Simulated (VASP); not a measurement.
# CsH (F-43m) in VASP: notebook

Runs on CsH. Level: r2SCAN. Tasks: single point, relaxation of cell and atoms.

Everything below comes from runs of VASP 6.6.1. Logs are shortened: lines on timing, memory, paths and dates and some standing lists are left out, and cuts for length are marked.

## (1) The cell of the first run

The structure is cubic, space group F-43m (No. 216). Conventional cell: a = 6.992 Å, b = 6.992 Å, c = 6.992 Å, α = 90.00°, β = 90.00°, γ = 90.00°. Within 4.0 Å of Cs (site symmetry -43m) lie 4 H at 3.03 Å. Within 4.0 Å of H (site symmetry -43m) lie 4 Cs at 3.03 Å.

## (2) Single point, r2SCAN

POSCAR

```
CsH
1.0
    0.0000000000      3.4961532519      3.4961532519
    3.4961532519      0.0000000000      3.4961532519
    3.4961532519      3.4961532519      0.0000000000
Cs H
1 1
Direct
    0.0000000000      0.0000000000      0.0000000000
    0.2500000000      0.2500000000      0.2500000000
```

INCAR.step1

```
SYSTEM = CsH
PREC = Accurate
ENCUT = 550
ISMEAR = -1
SIGMA = 0.01
LREAL = .FALSE.
LASPH = .TRUE.
NELM = 120
NBANDS = 12
GGA = PE
ALGO = Normal
EDIFF = 1E-5
LWAVE = .TRUE.
LCHARG = .FALSE.
GGA_COMPAT = .FALSE.
```

INCAR.step2

```
SYSTEM = CsH
PREC = Accurate
ENCUT = 550
EDIFF = 1E-6
ISMEAR = -1
SIGMA = 0.01
LREAL = .FALSE.
LASPH = .TRUE.
NELM = 120
ALGO = Normal
ISIF = 2
LWAVE = .FALSE.
LCHARG = .TRUE.
METAGGA = R2SCAN
LMIXTAU = .TRUE.
LELF = .TRUE.
LVHAR = .TRUE.
NBANDS = 12
ISTART = 1
GGA_COMPAT = .FALSE.
```

KPOINTS

```
Automatic mesh
0
G
  4 4 4
  0 0 0
```

Potentials or basis: VASP PAW PBE potentials, release 64 (Cs_sv, H).

The run is started by

```
$ cat potpaw_PBE.64/Cs_sv/POTCAR potpaw_PBE.64/H/POTCAR > POTCAR
$ cp INCAR.step1 INCAR
$ mpirun -np 1 vasp_std > vasp.out
$ cp INCAR.step2 INCAR
$ mpirun -np 1 vasp_std > vasp.out
```

OUTCAR:

```text
SYSTEM = CsH
   PREC = Accurate
   ENCUT = 550
   EDIFF = 1E-6
   ISMEAR = -1
   LREAL = .FALSE.
   LASPH = .TRUE.
   NELM = 120
   ISIF = 2
   METAGGA = R2SCAN
   ISTART = 1

 ion  position               nearest neighbor table
   1  0.000  0.000  0.000-
   2  0.250  0.250  0.250-

  LATTYP: Found a face centered cubic cell.
 ALAT       =     6.9923065038

  Lattice vectors:

 A1 = (   0.0000000000,   3.4961532519,   3.4961532519)
 A2 = (   3.4961532519,   0.0000000000,   3.4961532519)
 A3 = (   3.4961532519,   3.4961532519,   0.0000000000)

Analysis of symmetry for initial positions (statically):
=====================================================================
 Subroutine PRICEL returns:
 Original cell was already a primitive cell.

 Routine SETGRP: Setting up the symmetry group for a
 face centered cubic supercell.

 Subroutine GETGRP returns: Found 24 space group operations
 (whereof 24 operations were pure point group operations)
 out of a pool of 48 trial point group operations.

The static configuration has the point symmetry T_d .

Analysis of symmetry for dynamics (positions and initial velocities):
=====================================================================
 Subroutine PRICEL returns:
 Original cell was already a primitive cell.

 Routine SETGRP: Setting up the symmetry group for a
 face centered cubic supercell.

 Subroutine GETGRP returns: Found 24 space group operations
 (whereof 24 operations were pure point group operations)
 out of a pool of 48 trial point group operations.

The dynamic configuration has the point symmetry T_d .

 Subroutine INISYM returns: Found 24 space group operations
 (whereof 24 operations are pure point group operations),
 and found     1 'primitive' translations

----------------------------------------------------------------------------------------

                                     Primitive cell

  volume of cell :      85.4676

  direct lattice vectors                    reciprocal lattice vectors
     0.000000000  3.496153252  3.496153252    -0.143014326  0.143014326  0.143014326
     3.496153252  0.000000000  3.496153252     0.143014326 -0.143014326  0.143014326
     3.496153252  3.496153252  0.000000000     0.143014326  0.143014326 -0.143014326

  length of vectors
     4.944307345  4.944307345  4.944307345     0.247708078  0.247708078  0.247708078

  position of ions in fractional coordinates (direct lattice)
     0.000000000  0.000000000  0.000000000
     0.250000000  0.250000000  0.250000000

  ion indices of the primitive-cell ions
   primitive index   ion index
                 1           1
                 2           2

----------------------------------------------------------------------------------------

 KPOINTS: Automatic mesh

Automatic generation of k-mesh.
 Grid dimensions read from file:
 generate k-points for:    4    4    4

 Generating k-lattice:

  Cartesian coordinates                     Fractional coordinates (reciprocal lattice)
    -0.035753581  0.035753581  0.035753581     0.250000000  0.000000000  0.000000000
     0.035753581 -0.035753581  0.035753581     0.000000000  0.250000000  0.000000000
     0.035753581  0.035753581 -0.035753581     0.000000000  0.000000000  0.250000000

  Length of vectors
     0.061927020  0.061927020  0.061927020

  Shift w.r.t. Gamma in fractional coordinates (k-lattice)
     0.000000000  0.000000000  0.000000000

 Subroutine IBZKPT returns following result:
 ===========================================

 Found      8 irreducible k-points:

 Following reciprocal coordinates:
            Coordinates               Weight
  0.000000  0.000000  0.000000      1.000000
  0.250000  0.000000  0.000000      8.000000
  0.500000  0.000000  0.000000      4.000000
  0.250000  0.250000  0.000000      6.000000
  0.500000  0.250000  0.000000     24.000000
 -0.250000  0.250000  0.000000     12.000000
  0.500000  0.500000  0.000000      3.000000
 -0.250000  0.500000  0.250000      6.000000
   k-points           NKPTS =      8   k-points in BZ     NKDIM =      8   number of bands    NBANDS=     12
   number of dos      NEDOS =    301   number of ions     NIONS =      2
   total plane-waves  NPLWV =  64000
   dimension x,y,z NGX =    40 NGY =   40 NGZ =   40
   dimension x,y,z NGXF=    80 NGYF=   80 NGZF=   80
   ions per type =               1   1
   NGX,Y,Z   is equivalent  to a cutoff of  13.45, 13.45, 13.45 a.u.
   NGXF,Y,Z  is equivalent  to a cutoff of  26.90, 26.90, 26.90 a.u.
 SYSTEM =  CsH
   PREC   = accura    normal or accurate (medium, high low for compatibility)
   ISTART =      1    job   : 0-new  1-cont  2-samecut
   ICHARG =      0    charge: 1-file 2-atom 10-const
   ISPIN  =      1    spin polarized calculation?
   LNONCOLLINEAR =      F non collinear calculations
   LSORBIT =      F    spin-orbit coupling
   LASPH  =      T    aspherical Exc in radial PAW
   ENCUT  =  550.0 eV  40.42 Ry    6.36 a.u.   9.45  9.45  9.45*2*pi/ulx,y,z
[... 53 lines left out ...]
 fundamental gap:      3.1413262408
 Fermi energy:        -0.9503108517

 k-point     1 :       0.0000    0.0000    0.0000
  band No.  band energies     occupation
      1     -22.9698      2.00000
      2      -9.2678      2.00000
      3      -9.2678      2.00000
      4      -9.2678      2.00000
      5      -2.2224      2.00000
      6       3.2665      0.00000
      7       4.3593      0.00000
      8       4.3593      0.00000
      9       4.3593      0.00000
     10       6.0019      0.00000
     11       6.0019      0.00000
     12       9.2250      0.00000

 k-point     2 :       0.2500    0.0000    0.0000
  band No.  band energies     occupation
      1     -22.9562      2.00000
      2      -9.4755      2.00000
      3      -9.2917      2.00000
      4      -9.2917      2.00000
      5      -1.7929      2.00000
      6       2.4631      0.00000
      7       4.5257      0.00000
      8       4.5257      0.00000
      9       5.6304      0.00000
     10       5.8323      0.00000
     11       5.8323      0.00000
     12       8.3503      0.00000

 k-point     3 :       0.5000    0.0000    0.0000
  band No.  band energies     occupation
      1     -22.9426      2.00000
      2      -9.6659      2.00000
      3      -9.3152      2.00000
      4      -9.3152      2.00000
      5      -1.4808      2.00000
      6       2.7100      0.00000
      7       4.2641      0.00000
      8       4.2641      0.00000
      9       5.4316      0.00000
     10       7.0559      0.00000
     11       7.0559      0.00000
     12       7.7649      0.00000

 k-point     4 :       0.2500    0.2500    0.0000
  band No.  band energies     occupation
      1     -22.9517      2.00000
      2      -9.4755      2.00000
      3      -9.3326      2.00000
      4      -9.3326      2.00000
      5      -1.6487      2.00000
      6       2.1836      0.00000
      7       4.1423      0.00000
      8       5.0378      0.00000
      9       5.0378      0.00000
     10       6.4710      0.00000
     11       6.7280      0.00000
     12       9.5813      0.00000

 k-point     5 :       0.5000    0.2500    0.0000
  band No.  band energies     occupation
      1     -22.9381      2.00000
      2      -9.6042      2.00000
      3      -9.4195      2.00000
      4      -9.3560      2.00000
      5      -1.3213      2.00000
      6       2.4614      0.00000
      7       3.3892      0.00000
      8       5.0434      0.00000
      9       6.1001      0.00000
     10       7.1407      0.00000
     11       7.5107      0.00000
     12       7.8161      0.00000

 k-point     6 :      -0.2500    0.2500    0.0000
  band No.  band energies     occupation
      1     -22.9426      2.00000
      2      -9.5588      2.00000
      3      -9.4291      2.00000
      4      -9.3156      2.00000
      5      -1.4191      2.00000
      6       2.6108      0.00000
      7       3.4534      0.00000
      8       4.8806      0.00000
      9       5.5836      0.00000
     10       6.8532      0.00000
     11       7.3222      0.00000
     12       8.0731      0.00000

 k-point     7 :       0.5000    0.5000    0.0000
  band No.  band energies     occupation
      1     -22.9336      2.00000
      2      -9.6567      2.00000
      3      -9.3960      2.00000
      4      -9.3960      2.00000
      5      -1.2439      2.00000
      6       1.9332      0.00000
      7       3.4571      0.00000
      8       6.8870      0.00000
      9       6.8870      0.00000
     10       7.1088      0.00000
     11       7.3983      0.00000
     12       7.3983      0.00000

 k-point     8 :      -0.2500    0.5000    0.2500
  band No.  band energies     occupation
      1     -22.9336      2.00000
      2      -9.5601      2.00000
      3      -9.4994      2.00000
      4      -9.4011      2.00000
      5      -1.2082      2.00000
      6       2.5764      0.00000
      7       3.3883      0.00000
      8       4.4610      0.00000
      9       7.1855      0.00000
     10       7.3598      0.00000
     11       7.3719      0.00000
     12       7.6336      0.00000

------------------------ aborting loop because EDIFF is reached ----------------------------------------

  FORCE on cell =-STRESS in cart. coord.  units (eV):
  Direction    XX          YY          ZZ          XY          YZ          ZX
  --------------------------------------------------------------------------------------
  -------------------------------------------------------------------------------------
  Total        0.0101866      0.0101866      0.0101866     -0.0000000      0.0000000     -0.0000000
  in kB        0.1909575      0.1909575      0.1909575     -0.0000000      0.0000000     -0.0000000
  external PRESSURE =       0.1909575 kB  Pullay stress =       0.0000000 kB

 VOLUME and BASIS-vectors are now :
 -----------------------------------------------------------------------------
  energy-cutoff  :      550.00
  volume of cell :       85.47
      direct lattice vectors                 reciprocal lattice vectors
     0.000000000  3.496153252  3.496153252    -0.143014326  0.143014326  0.143014326
     3.496153252  0.000000000  3.496153252     0.143014326 -0.143014326  0.143014326
     3.496153252  3.496153252  0.000000000     0.143014326  0.143014326 -0.143014326

 POSITION                                       TOTAL-FORCE (eV/Angst)
 -----------------------------------------------------------------------------------
      0.00000      0.00000      0.00000         0.000000      0.000000      0.000000
      1.74808      1.74808      1.74808        -0.000000     -0.000000     -0.000000
 -----------------------------------------------------------------------------------
    total drift:                                0.000000      0.000000      0.000000

  FREE ENERGIE OF THE ION-ELECTRON SYSTEM (eV)
  ---------------------------------------------------
  free  energy   TOTEN  =       -28.8106417355 eV

  energy  without entropy=      -28.8106417355  energy(sigma->0) =      -28.81064174
```

Wall time 24 s (1 thread of Intel Xeon 6975P-C (Granite Rapids), shared host); peak memory 0.25 GiB.

Results:

| Item | Value |
| --- | --- |
| Free energy | -28.8106 eV |
| Pressure | 0.0 GPa |
| Band gap on the k mesh | 3.14 eV (least direct gap 3.18 eV) |

Levels at points of the mesh, in eV from the valence-band top:
```tsv
k point	band 2	band 3	band 4	band 5	band 6	band 7	band 8	band 9
(0.00, 0.00, 0.00)	-8.06	-8.06	-8.06	-1.01	4.47	5.57	5.57	5.57
(0.50, 0.00, 0.00)	-8.46	-8.11	-8.11	-0.27	3.92	5.47	5.47	6.64
(0.50, 0.50, 0.00)	-8.45	-8.19	-8.19	-0.04	3.14	4.67	8.10	8.10
```

Caveat: the PAW data sets were made with another functional, which shifts forces and pressure a little; spin-orbit coupling is left out, which moves the levels of the heavy elements. A k mesh can miss the band edges.

## (3) Relaxation of cell and atoms, r2SCAN

This run uses another cell than the first one, of 36.59 Å³/atom.

POSCAR

```
CsH
1.0
    0.0000000000      3.3200000000      3.3200000000
    3.3200000000      0.0000000000      3.3200000000
    3.3200000000      3.3200000000      0.0000000000
Cs H
1 1
Direct
    0.0000000000      0.0000000000      0.0000000000
    0.2500000000      0.2500000000      0.2500000000
```

INCAR.step1

```
SYSTEM = CsH
PREC = Accurate ; ENCUT = 550
ISMEAR = -1 ; SIGMA = 0.01
LREAL = .False. ; LASPH = .True.
NELM = 120 ; GGA = PE
ALGO = Normal ; EDIFF = 1E-5
LWAVE = .True. ; LCHARG = .False.
GGA_COMPAT = .False. ; IBRION = 2
ISIF = 3 ; EDIFFG = -0.005
NELMIN = 4 ; NSW = 100
```

INCAR.step2

```
SYSTEM = CsH
PREC = Accurate ; ENCUT = 550
EDIFF = 1E-7 ; ISMEAR = -1
SIGMA = 0.01 ; LREAL = .False.
LASPH = .True. ; NELM = 120
ALGO = Normal ; ISIF = 3
LWAVE = .False. ; LCHARG = .False.
METAGGA = R2SCAN ; LMIXTAU = .True.
IBRION = 2 ; NSW = 80
EDIFFG = -0.02 ; ISTART = 1
GGA_COMPAT = .False. ; NELMIN = 4
```

KPOINTS

```
Automatic mesh
0
Gamma
  4 4 4
  0 0 0
```

Potentials or basis: VASP PAW PBE potentials, release 64 (Cs_sv, H).

The run is started by

```
$ cat potpaw_PBE.64/Cs_sv/POTCAR potpaw_PBE.64/H/POTCAR > POTCAR
$ cp INCAR.step1 INCAR
$ mpirun -np 1 vasp_std > vasp.out
$ cp INCAR.step2 INCAR
$ mpirun -np 1 vasp_std > vasp.out
```

Wall time 69 s (1 thread of Intel Xeon 6975P-C (Granite Rapids), shared host); peak memory 0.22 GiB.

Results (log left out):

- Free energy: -28.8083 eV
- Relaxed volume: 42.67 Å³/atom
- Relaxed cell: a = 4.942 Å, b = 4.942 Å, c = 4.942 Å, α = 60.00°, β = 60.00°, γ = 60.00°
- Space group after relaxing (to 0.1 Å): F-43m (No. 216)
- Energy gained by relaxing: 23.1 meV/atom
- Ionic steps: 4
- Pressure after relaxing: 0.0 GPa
- Band gap on the k mesh: 3.14 eV (least direct gap 3.18 eV)

Step by step:
```csv
step,energy change (eV),largest force (eV/Å),pressure (GPa),volume (Å³)
1,0.0000,0.0000,1.36,73.19
2,-0.0233,0.0000,0.90,76.52
3,-0.0460,0.0000,0.08,84.41
4,-0.0463,0.0000,0.01,85.34
```

Final structure:
```
Cs H
1.0
     0.00000    3.49444    3.49444
     3.49444    0.00000    3.49444
     3.49444    3.49444    0.00000
Cs H
1 1
Direct
  0.00000 0.00000 0.00000
  0.25000 0.25000 0.25000
```

Levels at points of the mesh, in eV from the valence-band top:
```tsv
k point	band 2	band 3	band 4	band 5	band 6	band 7	band 8	band 9
(0.00, 0.00, 0.00)	-8.06	-8.06	-8.06	-1.02	4.48	5.57	5.57	5.57
(0.50, 0.00, 0.00)	-8.46	-8.10	-8.10	-0.27	3.92	5.47	5.47	6.64
(0.50, 0.50, 0.00)	-8.45	-8.19	-8.19	-0.04	3.14	4.67	8.10	8.10
```

Caveat: the volume moved by over 15 % at a fixed basis, so the end points are rough; the PAW data sets were made with another functional, which shifts forces and pressure a little; spin-orbit coupling is left out, which moves the levels of the heavy elements. A k mesh can miss the band edges.

## (4) Relaxation of cell and atoms, r2SCAN, target pressure 15 GPa, at which the enthalpy is minimised

This run uses another cell than the first one, of 36.59 Å³/atom.

POSCAR is that of step 3.

INCAR.step1

```
ALGO = Normal
EDIFF = 1E-5
EDIFFG = -0.005
ENCUT = 550
GGA = PE
GGA_COMPAT = F
IBRION = 2
ISIF = 3
ISMEAR = -1
LASPH = T
LCHARG = F
LREAL = F
LWAVE = T
NELM = 120
NELMIN = 4
NSW = 100
PREC = Accurate
SIGMA = 0.01
```

INCAR.step2

```
ALGO = Normal
EDIFF = 1E-7
EDIFFG = -0.02
ENCUT = 550
GGA_COMPAT = F
IBRION = 2
ISIF = 3
ISMEAR = -1
ISTART = 1
LASPH = T
LCHARG = F
LMIXTAU = T
LREAL = F
LWAVE = F
METAGGA = R2SCAN
NELM = 120
NELMIN = 4
NSW = 80
PREC = Accurate
PSTRESS = 150.0
SIGMA = 0.01
```

KPOINTS

```
k-points
0
Gamma
  4 4 4
```

The run is started by

```
$ cat potpaw_PBE.64/Cs_sv/POTCAR potpaw_PBE.64/H/POTCAR > POTCAR
$ cp INCAR.step1 INCAR
$ mpirun -np 1 vasp_std > vasp.out
$ cp INCAR.step2 INCAR
$ mpirun -np 1 vasp_std > vasp.out
```

It took 71 s on 1 thread of Intel Xeon 6975P-C (Granite Rapids), shared host; peak memory 0.22 GiB.

Results (log left out):

- Free energy: -27.5856 eV
- Relaxed volume: 21.09 Å³/atom
- Relaxed cell: a = 3.907 Å, b = 3.907 Å, c = 3.907 Å, α = 60.00°, β = 60.00°, γ = 60.00°
- Space group after relaxing (to 0.1 Å): F-43m (No. 216)
- Energy change on relaxing (the run minimises the enthalpy): +588.2 meV/atom
- Ionic steps: 4
- Pressure after relaxing: 15.1 GPa
- Band gap on the k mesh: 1.58 eV (least direct gap 2.62 eV)

The path:
```csv
step,energy change (eV),largest force (eV/Å),pressure (GPa),volume (Å³)
1,0.0000,0.0000,1.36,73.19
2,0.9439,0.0000,12.46,44.89
3,1.1299,0.0000,14.58,42.68
4,1.1764,0.0000,15.11,42.18
```

Final structure:
```
Cs H
1.0
     0.00000    2.76288    2.76288
     2.76288    0.00000    2.76288
     2.76288    2.76288    0.00000
Cs H
1 1
Cartesian
  0.0000 0.0000 0.0000
  1.3814 1.3814 1.3814
```

Levels at points of the mesh, in eV from the valence-band top:
```csv
k point,band 1,band 2,band 3,band 4,band 5,band 6,band 7,band 8,band 9
"(0.00, 0.00, 0.00)",-22.29,-7.47,-7.47,-7.47,-1.85,5.03,5.43,5.43,5.43
"(0.50, 0.00, 0.00)",-21.84,-10.20,-7.78,-7.78,-1.18,5.20,5.20,6.19,7.44
"(0.50, 0.50, 0.00)",-21.69,-10.13,-8.34,-8.34,-1.04,1.58,6.58,10.99,11.35
```

Caveat: the cell is relaxed towards a set pressure, so the run minimises the enthalpy, not the energy; the volume moved by over 15 % at a fixed basis, so the end points are rough; the PAW data sets were made with another functional, which shifts forces and pressure a little; spin-orbit coupling is left out, which moves the levels of the heavy elements. A k mesh can miss the band edges.

## (5) Summary

| task | cell | gap on the mesh (eV) | pressure (GPa) |
| --- | --- | --- | --- |
| single point | a = 4.944 Å, angles 60.0°, 2 atoms | 3.14 | 0.0 |
| relaxation of cell and atoms | relaxed from a = 4.695 Å, angles 60.0°, 2 atoms | 3.14 | 0.0 |
| relaxation of cell and atoms | relaxed to 15 GPa from a = 4.695 Å, angles 60.0°, 2 atoms | 1.58 | 15.1 |

Alike in all rows: level r2SCAN; potentials or basis VASP PAW PBE potentials, release 64 (Cs_sv, H); no spin polarisation; k mesh 4 × 4 × 4; cutoff (eV) 550; smearing fermi-dirac 0.01 eV.

Caveats: the PAW data sets were made with another functional, which shifts forces and pressure a little; spin-orbit coupling is left out, which moves the levels of the heavy elements; the volume moved by over 15 % at a fixed basis, so the end points are rough (at least some runs); the cell is relaxed towards a set pressure, so the run minimises the enthalpy, not the energy (at least some runs).

Total energies depend on the potentials used, so only differences within one code and one set of settings carry meaning.
